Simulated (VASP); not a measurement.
Write the native input for VASP 6.6.1 that does the following.

| Item | Value |
| --- | --- |
| Task | single point |
| Functional | r2SCAN |
| Potentials or basis | VASP PAW PBE potentials, release 64 (Si) |
| Cutoff | 520 eV |
| k mesh | 22 × 22 × 22 |
| Occupations | gaussian, width 0.15 eV |
| Spin | no spin polarisation |
| Dipole correction | no |
| Further INCAR settings | ALGO = Normal; EDIFF = 1e-07; NBANDS = 8 |

Si:

```
Si
1.0
    -1.67572    1.67572    1.30052
     1.67572   -1.67572    1.30052
     1.67572    1.67572   -1.30052
Si
1
Direct
  0.00000 0.00000 0.00000
```

This cell differs from its parent crystal: strain +0.030 along x and y, -0.015 along z.

These files were run (other wordings do the same):

POSCAR

```
Si
1.0
   -1.6757223779      1.6757223779      1.3005249022
    1.6757223779     -1.6757223779      1.3005249022
    1.6757223779      1.6757223779     -1.3005249022
Si
1
Direct
    0.0000000000      0.0000000000      0.0000000000
```

INCAR.step1

```
SYSTEM = Si
PREC = Accurate
ENCUT = 520
ISMEAR = 0
SIGMA = 0.15
LREAL = .False.
LASPH = .True.
NELM = 100
NBANDS = 8
GGA = PE
ALGO = Normal
EDIFF = 1E-4
LWAVE = .True.
LCHARG = .False.
```

INCAR.step2

```
SYSTEM = Si
PREC = Accurate
ENCUT = 520
EDIFF = 1E-7
ISMEAR = 0
SIGMA = 0.15
LREAL = .False.
LASPH = .True.
NELM = 100
ALGO = Normal
ISIF = 2
LWAVE = .False.
LCHARG = .False.
METAGGA = R2SCAN
LMIXTAU = .True.
NBANDS = 8
ISTART = 1
```

KPOINTS

```
Automatic mesh
0
Gamma
  22 22 22
  0 0 0
```

Potentials or basis: VASP PAW PBE potentials, release 64 (Si).

The run is started by

```console
$ cat potpaw_PBE.64/Si/POTCAR > POTCAR
$ cp INCAR.step1 INCAR
$ mpirun -np 1 vasp_std > vasp.out
$ cp INCAR.step2 INCAR
$ mpirun -np 1 vasp_std > vasp.out
```

It gave:

```yaml
Pressure: -3.3 GPa
Band_gap_on_the_k_mesh: zero (bands 2 and 3 overlap by 13.08 eV)
```

Caveat: the cell differs from its parent crystal (strain +0.030 along x and y, -0.015 along z); the cell stands under tension; the PAW data sets were made with another functional, which shifts forces and pressure a little.

Run time: 6.2 min on 1 thread of Intel(R) Xeon(R) Platinum 8375C CPU @ 2.90GHz (Ice Lake) (shared host), peak memory 0.19 GiB.
